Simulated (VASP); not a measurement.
Input of a VASP 6.6.1 run:

File INCAR:

```
SYSTEM = Al3Ag5
ALGO = Normal ; EDIFF = 1E-6
ENCUT = 520 ; GGA = PE
ISIF = 2 ; ISMEAR = 0
LASPH = .TRUE. ; LCHARG = .TRUE.
LELF = .TRUE. ; LREAL = .FALSE.
LVHAR = .TRUE. ; LWAVE = .FALSE.
NBANDS = 42 ; NELM = 60
PREC = Accurate ; SIGMA = 0.1
```

Contents of KPOINTS:

```
k-points
0
G
  3 3 4
  0 0 0
```

File POSCAR:

```
Al3Ag5
1.0
    5.8170231800      0.0000000000      0.0000000000
   -2.9085115900      5.0376898400      0.0000000000
    0.0000000000      0.0000000000      6.0208189600
Al Ag
3 5
Direct
    0.5000000000      0.0000000000      0.0000000000
    0.0000000000      0.5000000000      0.0000000000
    0.5000000000      0.5000000000      0.0000000000
    0.3333333300      0.6666666700      0.2107841400
    0.6666666700      0.3333333300      0.2107841400
    0.6666666700      0.3333333300      0.7892158600
    0.3333333300      0.6666666700      0.7892158600
    0.0000000000      0.0000000000      0.0000000000
```

Potentials or basis: VASP PAW PBE potentials, release 64 (Al, Ag).

Run with:

```bash
$ cat potpaw_PBE.64/Al/POTCAR potpaw_PBE.64/Ag/POTCAR > POTCAR
$ mpirun -np 1 vasp_std > vasp.out
```

Question: Predict the largest force.

Answer: 11.943 eV/Å.

Question: Estimate the band gap on the k mesh.

Answer: Zero (bands 32 and 33 overlap by 1.57 eV).

Question: Predict the pressure.

Answer: 41.0 GPa.

Forces on the atoms (eV/Å):
```
Al    0.000   0.000   0.000
Al    0.000   0.000   0.000
Al    0.000   0.000   0.000
Ag    0.000   0.000  11.943
Ag    0.000   0.000  11.943
Ag    0.000   0.000 -11.943
Ag    0.000   0.000 -11.943
Ag    0.000   0.000   0.000
```

Caveat: the k points lie up to 0.42 Å⁻¹ apart, too coarse for converged energies and pressures of a metal; forces of over 1 eV/Å act on the atoms, so gaps and moduli don't describe the material at rest.
